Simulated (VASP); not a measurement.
Here is a VASP 6.6.1 calculation.

File INCAR:

```
ALGO = Normal ; EDIFF = 1E-6
ENCUT = 700 ; GGA = PE
GGA_COMPAT = F ; ISIF = 2
ISMEAR = 0 ; ISPIN = 2
LASPH = T ; LCHARG = F
LMAXMIX = 4 ; LORBIT = 11
LREAL = F ; LWAVE = F
MAGMOM = 3 0 0 0 0 0 0 0 0 0 ; NBANDS = 51
NELM = 200 ; PREC = Accurate
SIGMA = 0.1
```

KPOINTS

```
k-points
0
Gamma
  4 4 4
```

The input POSCAR:

```
CoAuC4N4
1.0
    5.8826218900      0.0000000000      0.0000000000
    0.0000000000      5.8826218900      0.0000000000
    0.0000000000      0.0000000000      5.8826218900
Co C Au N
1 4 1 4
Direct
    0.0000000000      0.0000000000      0.0000000000
    0.1881440800      0.1881440800      0.1881440800
    0.1881440800      0.8118559200      0.8118559200
    0.8118559200      0.1881440800      0.8118559200
    0.8118559200      0.8118559200      0.1881440800
    0.5000000000      0.5000000000      0.5000000000
    0.3029738000      0.3029738000      0.3029738000
    0.3029738000      0.6970262000      0.6970262000
    0.6970262000      0.3029738000      0.6970262000
    0.6970262000      0.6970262000      0.3029738000
```

Potentials or basis: VASP PAW PBE potentials, release 64 (Co_sv, C, Au_sv_GW, N).

Run with:

```bash
$ cat potpaw_PBE.64/Co_sv/POTCAR potpaw_PBE.64/C/POTCAR potpaw_PBE.64/Au_sv_GW/POTCAR potpaw_PBE.64/N/POTCAR > POTCAR
$ mpirun -np 1 vasp_std > vasp.out
```

(1) What does it give for the band gap on the k mesh?

(2) Predict the pressure.

(3) Estimate the site moments.

Results:

(1) zero (filled and empty bands overlap).

(2) 3.6 GPa.

(3) Co +1.76; C +0.01; Au -0.22; N +0.02 μB.

Caveat: the cell stands under pressure; spin-orbit coupling is left out, which moves the levels of the heavy elements; a cell with one magnetic atom can't hold antiferromagnetic order, which such compounds often take; forces of over 1 eV/Å act on the atoms, so gaps and moduli don't describe the material at rest.
